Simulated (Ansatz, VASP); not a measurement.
**One calculation of SnO, two programs**

The input POSCAR:

```
SnO
1.0
    3.8638811754      0.0000000000      0.0000000000
    0.0000000000      3.8638811754      0.0000000000
    0.0000000000      0.0000000000      4.9512221655
Sn O
2 2
Direct
    0.5000000000      0.0000000000      0.7646261400
    0.0000000000      0.5000000000      0.2353738600
    0.0000000000      0.0000000000      0.0000000000
    0.5000000000      0.5000000000      0.0000000000
```

Contents of INCAR.step1:

```
PREC     = Accurate       # precision mode
ENCUT    = 660            # plane-wave cutoff, eV
ISMEAR   = -1             # smearing method
SIGMA    = 0.05           # smearing width, eV
LREAL    = F              # projectors in reciprocal space
LASPH    = T              # aspherical terms in the spheres
NELM     = 120            # most SCF steps
NBANDS   = 28             # bands
GGA      = PE             # functional
ALGO     = Normal         # electronic algorithm
EDIFF    = 1E-5           # SCF threshold, eV
LWAVE    = T              # write WAVECAR
LCHARG   = F              # write CHGCAR
GGA_COMPAT= F
```

File INCAR.step2:

```
PREC     = Accurate       # precision mode
ENCUT    = 660            # plane-wave cutoff, eV
EDIFF    = 1E-6           # SCF threshold, eV
ISMEAR   = -1             # smearing method
SIGMA    = 0.05           # smearing width, eV
LREAL    = F              # projectors in reciprocal space
LASPH    = T              # aspherical terms in the spheres
NELM     = 120            # most SCF steps
ALGO     = Normal         # electronic algorithm
ISIF     = 2              # what is computed and relaxed
LWAVE    = F              # write WAVECAR
LCHARG   = F              # write CHGCAR
METAGGA  = R2SCAN         # meta-GGA
LMIXTAU  = T            
LUSE_VDW = T            
IVDW_NL  = 2            
BPARAM   = 11.95        
CPARAM   = 0.0093       
NBANDS   = 28             # bands
ISTART   = 1            
GGA_COMPAT= F
```

The input KPOINTS:

```
regular mesh
0
Gamma
  7 7 6
```

Contents of input.yaml:

```yaml
crystal:
  lattice:
    - [3.8638811754, 0.0, 0.0]
    - [0.0, 3.8638811754, 0.0]
    - [0.0, 0.0, 4.9512221655]
  atoms:
    - { symbol: Sn, position: [0.5, 0.0, 0.76462614] }
    - { symbol: Sn, position: [0.0, 0.5, 0.23537386] }
    - { symbol: O, position: [0.0, 0.0, 0.0] }
    - { symbol: O, position: [0.5, 0.5, 0.0] }
hamiltonian:
  xc: r2scan
  pseudopotentials: { kind: paw }
  dispersion: rvv10
kpoints:
  mp_grid: { grid: [7, 7, 6] }
scf:
  occupations: { method: fermi_dirac, width: 0.05 }
output:
  forces: true
  stress: true
  eigenvalues: true
```

Alike in both runs: task single point; functional r2SCAN; dispersion rVV10; k mesh 7 × 7 × 6; occupations fermi-dirac, width 0.05 eV; no spin polarisation.

|  | VASP | Ansatz |
| --- | --- | --- |
| version | VASP 6.6.1 | Ansatz 0.2.0 |
| potentials or method | VASP PAW PBE potentials, release 64 (Sn_d, O) | Ansatz PAW |
| plane-wave cutoff (eV) | 660 | 500 |
| valence electrons in the cell | 40 | 40 |

Ansatz gave:

```
gap on the k mesh at the Fermi level (eV)                     : 0.62
least direct gap on the mesh (eV)                             : 2.34
pressure (GPa)                                                : -5.0
traceless stress, the component that is largest in VASP (GPa) : 0.72
rms of the force components (eV/Å)                            : 0.258
```

Question: Which values does VASP return?

Answer: gap on the k mesh at the Fermi level (eV): 0.63; least direct gap on the mesh (eV): 2.31; pressure (GPa): -4.5; traceless stress, the component that is largest in VASP (GPa): 0.68; rms of the force components (eV/Å): 0.205.

VASP's potentials were made for PBE, not for r2SCAN. Atom by atom the forces differ by 0.053 eV/Å (rms over components).

Noted on Ansatz's run: odd divisions of the mesh miss points on the zone boundary, where band edges often lie, so the gap on the mesh can be too wide.
